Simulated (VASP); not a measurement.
# H12SO8 in VASP: notebook

H12SO8 is run at these levels: PBE+D3(BJ); tasks: single point.

All numbers are computed with VASP 6.6.1; they aren't measurements. Logs are shortened: lines on timing, memory, paths and dates and some standing lists are left out, and cuts for length are marked.

## 1. The cell of the first run

The cell holds an amorphous packing of atoms, 21 atoms: a = 5.879 Å, b = 5.879 Å, c = 5.879 Å, α = 90.00°, β = 90.00°, γ = 90.00°.

## 2. Single point, PBE+D3(BJ)

File INCAR:

```
  PREC = Accurate
  ENCUT = 520
  EDIFF = 1E-7
  ISMEAR = -1
  SIGMA = 0.02
  LREAL = Auto
  LASPH = True
  NELM = 80
  ALGO = Normal
  ISIF = 2
  LWAVE = False
  LCHARG = False
  GGA = PE
  IVDW = 12
  NBANDS = 49
```

File KPOINTS:

```
Automatic mesh
0
Gamma
  1 1 1
```

File POSCAR:

```
H12SO8
1.0
    5.8790600000      0.0000000000      0.0000000000
    0.0000000000      5.8790600000      0.0000000000
    0.0000000000      0.0000000000      5.8790600000
O H S
8 12 1
Direct
    0.8389047029      0.6389003167      0.7737982441
    0.0013507117      0.1861377754      0.1343896981
    0.2285950468      0.5984428719      0.2915174360
    0.5464589067      0.4113159824      0.0489086641
    0.3215576494     -0.0759747122      0.6917745192
    0.2142221000      0.3812825711      0.7129940724
    0.6984161974      0.8398020626      0.3142387999
    0.7310825520      1.1627299774      0.5801020439
    0.9844330382      0.5521214375      0.7738938100
    0.7532448068      0.5537677588      0.6602148710
   -0.1447784894      0.2223621263      0.0611629692
    0.0591051780      0.3348391196      0.1871276865
    0.3711300000      0.5453709159      0.2076061839
    0.1744690981      0.7277173328      0.2023072117
    0.6565212209      0.5220983552     -0.0150618534
    0.4392765976      0.3895214338     -0.0801396413
    0.3206512454     -0.1586219811      0.5474628303
    0.4733182780     -0.0076804807      0.6975622446
    0.2368741721      0.4458496426      0.5605291607
    0.2083175409      0.2141275111      0.6961276026
    0.8476673463      0.9795142831      0.4550618465
```

Potentials or basis: VASP PAW PBE potentials, release 64 (O, H, S).

Run with:

```console
$ cat potpaw_PBE.64/O/POTCAR potpaw_PBE.64/H/POTCAR potpaw_PBE.64/S/POTCAR > POTCAR
$ mpirun -np 1 vasp_gam > vasp.out
```

OUTCAR:

```text
PREC = Accurate
   ENCUT = 520
   EDIFF = 1E-7
   ISMEAR = -1
   LREAL = Auto
   LASPH = True
   NELM = 80
   ISIF = 2
   GGA = PE
   IVDW = 12
 IVDW          = 12

 ion  position               nearest neighbor table
   1  0.839  0.639  0.774-  10 0.97   9 1.00
   2  0.001  0.186  0.134-  11 0.98  12 0.99
   3  0.229  0.598  0.292-  14 0.98  13 1.02
   4  0.546  0.411  0.049-  15 0.99  16 0.99
   5  0.322  0.924  0.692-  17 0.98  18 0.98
   6  0.214  0.381  0.713-  19 0.98  20 0.99
   7  0.698  0.840  0.314-  21 1.46
   8  0.731  0.163  0.580-  21 1.47
   9  0.984  0.552  0.774-   1 1.00
  10  0.753  0.554  0.660-   1 0.97
  11  0.855  0.222  0.061-   2 0.98
  12  0.059  0.335  0.187-   2 0.99
  13  0.371  0.545  0.208-   3 1.02
  14  0.174  0.728  0.202-   3 0.98
  15  0.657  0.522  0.985-   4 0.99
  16  0.439  0.390  0.920-   4 0.99
  17  0.321  0.841  0.547-   5 0.98
  18  0.473  0.992  0.698-   5 0.98
  19  0.237  0.446  0.561-   6 0.98
  20  0.208  0.214  0.696-   6 0.99
  21  0.848  0.980  0.455-   7 1.46   8 1.47

  LATTYP: Found a simple cubic cell.
 ALAT       =     5.8790600000

  Lattice vectors:

 A1 = (   5.8790600000,   0.0000000000,   0.0000000000)
 A2 = (   0.0000000000,   5.8790600000,   0.0000000000)
 A3 = (   0.0000000000,   0.0000000000,   5.8790600000)

Analysis of symmetry for initial positions (statically):
=====================================================================
 Subroutine PRICEL returns:
 Original cell was already a primitive cell.

 Routine SETGRP: Setting up the symmetry group for a
 simple cubic supercell.

 Subroutine GETGRP returns: Found  1 space group operations
 (whereof  1 operations were pure point group operations)
 out of a pool of 48 trial point group operations.

The static configuration has the point symmetry C_1 .

Analysis of symmetry for dynamics (positions and initial velocities):
=====================================================================
 Subroutine PRICEL returns:
 Original cell was already a primitive cell.

 Routine SETGRP: Setting up the symmetry group for a
 simple cubic supercell.

 Subroutine GETGRP returns: Found  1 space group operations
 (whereof  1 operations were pure point group operations)
 out of a pool of 48 trial point group operations.

The dynamic configuration has the point symmetry C_1 .

 Subroutine INISYM returns: Found  1 space group operations
 (whereof  1 operations are pure point group operations),
 and found     1 'primitive' translations

----------------------------------------------------------------------------------------

                                     Primitive cell

  volume of cell :     203.2000

  direct lattice vectors                    reciprocal lattice vectors
     5.879060000  0.000000000  0.000000000     0.170095219  0.000000000  0.000000000
     0.000000000  5.879060000  0.000000000     0.000000000  0.170095219  0.000000000
     0.000000000  0.000000000  5.879060000     0.000000000  0.000000000  0.170095219

  length of vectors
     5.879060000  5.879060000  5.879060000     0.170095219  0.170095219  0.170095219

  position of ions in fractional coordinates (direct lattice)
     0.838904703  0.638900317  0.773798244
     0.001350712  0.186137775  0.134389698
     0.228595047  0.598442872  0.291517436
     0.546458907  0.411315982  0.048908664
     0.321557649  0.924025288  0.691774519
     0.214222100  0.381282571  0.712994072
[... 13 lines left out ...]
     0.208317541  0.214127511  0.696127603
     0.847667346  0.979514283  0.455061847

  ion indices of the primitive-cell ions
   primitive index   ion index
                 1           1
                 2           2
                 3           3
                 4           4
                 5           5
                 6           6
[... 13 lines left out ...]
                20          20
                21          21

----------------------------------------------------------------------------------------

 KPOINTS: Automatic mesh

Automatic generation of k-mesh.
 Grid dimensions read from file:
 generate k-points for:    1    1    1

 Generating k-lattice:

  Cartesian coordinates                     Fractional coordinates (reciprocal lattice)
     0.170095219  0.000000000  0.000000000     1.000000000  0.000000000  0.000000000
     0.000000000  0.170095219  0.000000000     0.000000000  1.000000000  0.000000000
     0.000000000  0.000000000  0.170095219     0.000000000  0.000000000  1.000000000

  Length of vectors
     0.170095219  0.170095219  0.170095219

  Shift w.r.t. Gamma in fractional coordinates (k-lattice)
     0.000000000  0.000000000  0.000000000

 Subroutine IBZKPT returns following result:
 ===========================================

 Found      1 irreducible k-points:

 Following reciprocal coordinates:
            Coordinates               Weight
  0.000000  0.000000  0.000000      1.000000
   k-points           NKPTS =      1   k-points in BZ     NKDIM =      1   number of bands    NBANDS=     49
   number of dos      NEDOS =    301   number of ions     NIONS =     21
   total plane-waves  NPLWV = 110592
   dimension x,y,z NGX =    48 NGY =   48 NGZ =   48
   dimension x,y,z NGXF=    96 NGYF=   96 NGZF=   96
   ions per type =               8  12   1
   NGX,Y,Z   is equivalent  to a cutoff of  13.57, 13.57, 13.57 a.u.
   NGXF,Y,Z  is equivalent  to a cutoff of  27.15, 27.15, 27.15 a.u.
 SYSTEM =  unknown system
   PREC   = accura    normal or accurate (medium, high low for compatibility)
   ISTART =      0    job   : 0-new  1-cont  2-samecut
   ICHARG =      2    charge: 1-file 2-atom 10-const
   ISPIN  =      1    spin polarized calculation?
   LNONCOLLINEAR =      F non collinear calculations
   LSORBIT =      F    spin-orbit coupling
   LASPH  =      T    aspherical Exc in radial PAW
   ENCUT  =  520.0 eV  38.22 Ry    6.18 a.u.  10.93 10.93 10.93*2*pi/ulx,y,z
   NELM   =     80;   NELMIN=  2; NELMDL= -5     # of ELM steps
   EDIFF  = 0.1E-06   stopping-criterion for ELM
   LREAL  =      T    real-space projection
   EDIFFG = 0.1E-05   stopping-criterion for IOM
   NSW    =      0    number of steps for IOM
   IBRION =     -1    ionic relax: 0-MD 1-quasi-New 2-CG
   NFREE  =      0    steps in history (QN), initial steepest desc. (CG)
   ISIF   =      2    stress and relaxation
   ISYM   =      2    0-nonsym 1-usesym 2-fastsym
   POTIM  = 0.5000    time-step for ionic-motion
   TEBEG  =    0.0;   TEEND  =   0.0 temperature during run
   PSTRESS=    0.0 pullay stress
   NELECT =      66.0000    total number of electrons
   NUPDOWN=      -1.0000    fix difference up-down
   EMIN   =  10.00;   EMAX   =-10.00  energy-range for DOS
   EFERMI =   0.00;   METHOD = LEGACY
   ISMEAR =    -1;   SIGMA  =   0.02  broadening in eV -4-tet -1-fermi 0-gaus
   EFERMI_NEDOS =   21; number of points for ismear=-14 and -15
   IALGO  =     38    algorithm
   IMIX   =      4    mixing-type and parameters
     AMIX     =   0.40;   BMIX     =  1.00
     AMIX_MAG =   1.60;   BMIX_MAG =  1.00
  volume/ion in A,a.u.               =       9.68        65.30
  Fermi-wavevector in a.u.,A,eV,Ry     =   1.125334  2.126574 17.230111  1.266377
  Thomas-Fermi vector in A             =   2.262011
   LORBIT       =      0    0 simple, 1 ext, 2 COOP (PROOUT), +10 PAW based schemes
   GGA     = PE    functional components
   LHFCALC =     F    Hartree Fock is set to
   AEXX    =    0.0000 exact exchange contribution
   IVDW    =    12    specifies the selected vdW correction
   LEPSILON=     F    determine dielectric tensor
   LRPA    =     F    only Hartree local field effects (RPA)
 non-spin polarized calculation
  energy-cutoff  :      520.00
  volume of cell :      203.20
 maximum number of plane-waves:      2725
 NGX is ok and might be reduce to    42
   NGX = 21   NGY = 21   NGZ = 21

 number of electron      66.0000005 magnetization

 Free energy of the ion-electron system (eV)
  ---------------------------------------------------
  ext. energy  EPLUGINS =         0.00000000
  ---------------------------------------------------
  free energy    TOTEN  =      -104.85636496 eV

  energy without entropy =     -104.85636496  energy(sigma->0) =     -104.85636496

 E-fermi :  -1.8828     XC(G=0):  -7.6980

 val. band max:       -2.4425878143   @ k =   0.0000   0.0000   0.0000
 cond. band min:       1.1842306145   @ k =   0.0000   0.0000   0.0000
 fundamental gap:      3.6268184287
 Fermi energy:        -1.8828156498

 k-point     1 :       0.0000    0.0000    0.0000
  band No.  band energies     occupation
      1     -23.5982      2.00000
      2     -21.5498      2.00000
      3     -21.1814      2.00000
      4     -21.0941      2.00000
      5     -20.9930      2.00000
      6     -20.8618      2.00000
[... 37 lines left out ...]
     44       8.5351      0.00000
     45       9.0159      0.00000
 [bands above 45 left out]

------------------------ aborting loop because EDIFF is reached ----------------------------------------

 Edisp (eV)   -1.05559

 E8    (eV) :    -0.2433

  FORCE on cell =-STRESS in cart. coord.  units (eV):
  Direction    XX          YY          ZZ          XY          YZ          ZX
  --------------------------------------------------------------------------------------
  -------------------------------------------------------------------------------------
  Total       1.12472    -0.65423    -0.13124     1.00703     0.22301    -0.76535
  in kB       8.86813    -5.15840    -1.03480     7.94013     1.75835    -6.03454
  external pressure =        0.89 kB  Pullay stress =        0.00 kB

 VOLUME and BASIS-vectors are now :
 -----------------------------------------------------------------------------
  energy-cutoff  :      520.00
  volume of cell :      203.20
      direct lattice vectors                 reciprocal lattice vectors
     5.879060000  0.000000000  0.000000000     0.170095219  0.000000000  0.000000000
     0.000000000  5.879060000  0.000000000     0.000000000  0.170095219  0.000000000
     0.000000000  0.000000000  5.879060000     0.000000000  0.000000000  0.170095219

 POSITION                                       TOTAL-FORCE (eV/Angst)
 -----------------------------------------------------------------------------------
      4.93197      3.75613      4.54921        -0.016743      0.075106      0.046880
      0.00794      1.09432      0.79009        -0.123937      0.004543      0.065352
      1.34392      3.51828      1.71385         0.052029      0.051754     -0.096662
      3.21266      2.41815      0.28754        -0.009467      0.026522     -0.085037
      1.89046      5.43240      4.06698         0.036285      0.025971      0.066410
      1.25942      2.24158      4.19173         0.017674     -0.075454      0.062436
[... 13 lines left out ...]
      1.22471      1.25887      4.09258        -0.022309      0.008239      0.038871
      4.98349      5.75862      2.67534        -0.381982      0.309220     -0.107961
 -----------------------------------------------------------------------------------
    total drift:                                0.007489     -0.008476      0.012435

  FREE ENERGIE OF THE ION-ELECTRON SYSTEM (eV)
  ---------------------------------------------------
  free  energy   TOTEN  =      -105.9119562083 eV

  energy  without entropy=     -105.9119562083  energy(sigma->0) =     -105.91195621
```

It took 17 s on 1 thread of Intel Xeon 6975P-C (Granite Rapids), shared host; peak memory 0.3 GiB.

What came out:

```yaml
Free_energy: -105.9120 eV
Pressure: 0.1 GPa
Largest_force: 0.503 eV/Å
Band_gap_on_the_k_mesh: 3.63 eV
Dispersion_energy_per_atom: -0.050 eV
```

Forces in eV/Å, atoms in the order of the input:
```
O   -0.017  0.075  0.047
O   -0.124  0.005  0.065
O    0.052  0.052 -0.097
O   -0.009  0.027 -0.085
O    0.036  0.026  0.066
O    0.018 -0.075  0.062
O    0.179  0.077  0.178
O    0.212 -0.359 -0.189
H    0.150 -0.037  0.032
H   -0.106 -0.055 -0.119
H   -0.117 -0.028  0.023
H    0.125  0.090  0.075
H   -0.017 -0.062  0.005
H   -0.036 -0.066  0.062
H    0.063  0.100  0.033
H   -0.045 -0.057  0.004
H   -0.003 -0.055 -0.036
H    0.024  0.015 -0.009
H    0.020  0.010 -0.048
H   -0.022  0.008  0.039
S   -0.382  0.309 -0.108
```

Caveat: the k points lie up to 1.07 Å⁻¹ apart.

## 3. Single point, PBE+D3(BJ)

File INCAR:

```
  PREC = Accurate
  ENCUT = 910
  EDIFF = 1E-6
  ISMEAR = -1
  SIGMA = 0.02
  LREAL = Auto
  LASPH = True
  NELM = 120
  ALGO = Normal
  ISIF = 2
  LWAVE = False
  LCHARG = False
  GGA = PE
  IVDW = 12
  NBANDS = 49
  GGA_COMPAT = False
```

KPOINTS is that of step 2.

POSCAR is that of step 2.

Potentials or basis: VASP PAW PBE potentials, release 64 (O_h, H_h, S).

Run with:

```console
$ cat potpaw_PBE.64/O_h/POTCAR potpaw_PBE.64/H_h/POTCAR potpaw_PBE.64/S/POTCAR > POTCAR
$ mpirun -np 1 vasp_gam > vasp.out
```

Wall time 53 s (1 thread of Intel Xeon 6975P-C (Granite Rapids), shared host); peak memory 0.44 GiB.

The run converged. Its results:

| Property | Result |
| --- | --- |
| Free energy | -106.3153 eV |
| Pressure | -0.4 GPa |
| Largest force | 0.695 eV/Å |
| Band gap on the k mesh | 3.63 eV |
| Dispersion energy per atom | -0.050 eV |

Forces on the atoms (eV/Å):
```
O   -0.009  0.018 -0.008
O   -0.152  0.061  0.039
O    0.059  0.101 -0.150
O   -0.004  0.041 -0.149
O    0.095  0.007  0.024
O    0.023 -0.102  0.008
O    0.300  0.195  0.289
O    0.306 -0.504 -0.291
H    0.057 -0.010  0.012
H   -0.027 -0.012 -0.042
H   -0.031 -0.020  0.073
H    0.067  0.023  0.039
H   -0.082 -0.017  0.020
H    0.015 -0.146  0.101
H   -0.010  0.038  0.044
H    0.029 -0.024  0.061
H    0.026  0.008  0.043
H   -0.062 -0.036 -0.041
H    0.008 -0.056  0.032
H   -0.015  0.094  0.014
S   -0.594  0.342 -0.116
```

Stress tensor (GPa, compression positive):
```
 0.35  0.72 -0.75
 0.72 -1.05 -0.02
-0.75 -0.02 -0.53
```

Levels at points of the mesh, in eV from the valence-band top:
```csv
k point,band 31,band 32,band 33,band 34,band 35,band 36
"(0.00, 0.00, 0.00)",-0.49,-0.40,0.00,3.63,5.50,7.14
```

Caveat: the k points lie up to 1.07 Å⁻¹ apart; the cutoff is under 1.25 times the usual one of these potentials, so pressure, stress and relaxed cells hold a basis-set (Pulay) error.

[end of part 1 of 2]
